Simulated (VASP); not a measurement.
Wanted: the native input for a VASP 6.6.1 run.

| Quantity | Value |
| --- | --- |
| Task | single point |
| Functional | PBEsol |
| Potentials or basis | VASP PAW PBE potentials, release 64 (Au) |
| Cutoff | 520 eV |
| k mesh | 18 × 18 × 10 |
| Occupations | gaussian, width 0.15 eV |
| Spin | no spin polarisation |
| Dipole correction | no |
| Further INCAR settings | ALGO = Fast; EDIFF = 1e-07; NBANDS = 18 |

The structure of Au lies in POSCAR:

```
Au
1.0
    2.8999984104      0.0000000000      0.0000000000
   -1.4499992052      2.5114722944      0.0000000000
    0.0000000000      0.0000000000      4.8800000000
Au
2
Direct
    0.1602608998      0.5399688519      0.6577868852
    0.6666666667      0.3333333333      0.2500000000
```

This cell differs from its parent crystal: atom 1 (Au) moved by (-0.450, -0.450) A along [1 1 0] and z.

These files were run (other wordings do the same):

INCAR

```
PREC     = Accurate       # precision mode
ENCUT    = 520            # plane-wave cutoff, eV
EDIFF    = 1E-7           # SCF threshold, eV
ISMEAR   = 0              # smearing method
SIGMA    = 0.15           # smearing width, eV
LREAL    = F              # projectors in reciprocal space
LASPH    = T              # aspherical terms in the spheres
NELM     = 80             # most SCF steps
ALGO     = Fast           # electronic algorithm
ISIF     = 2              # what is computed and relaxed
LWAVE    = F              # write WAVECAR
LCHARG   = F              # write CHGCAR
GGA      = PS             # functional
NBANDS   = 18             # bands
```

KPOINTS

```
regular mesh
0
Gamma
  18 18 10
```

Potentials or basis: VASP PAW PBE potentials, release 64 (Au).

Launch:

```console
$ cat potpaw_PBE.64/Au/POTCAR > POTCAR
$ mpirun -np 1 vasp_std > vasp.out
```

It gave:

```json
{"Pressure": "16.7 GPa", "Largest force": "5.971 eV/Å", "Band gap on the k mesh": "zero (bands 11 and 12 overlap by 5.04 eV)"}
```

Caveat: the cell differs from its parent crystal (atom 1 (Au) moved by (-0.450, -0.450) A along [1 1 0] and z); the stress differs along the axes, from 3 to 35 GPa; the PAW data sets were made with another functional, which shifts forces and pressure a little; spin-orbit coupling is left out, which moves the levels of the heavy elements.

It took 7.7 min on 1 thread of AMD EPYC 9R45 96-Core Processor (Zen 5), with other jobs on the host, peak memory 0.84 GiB.
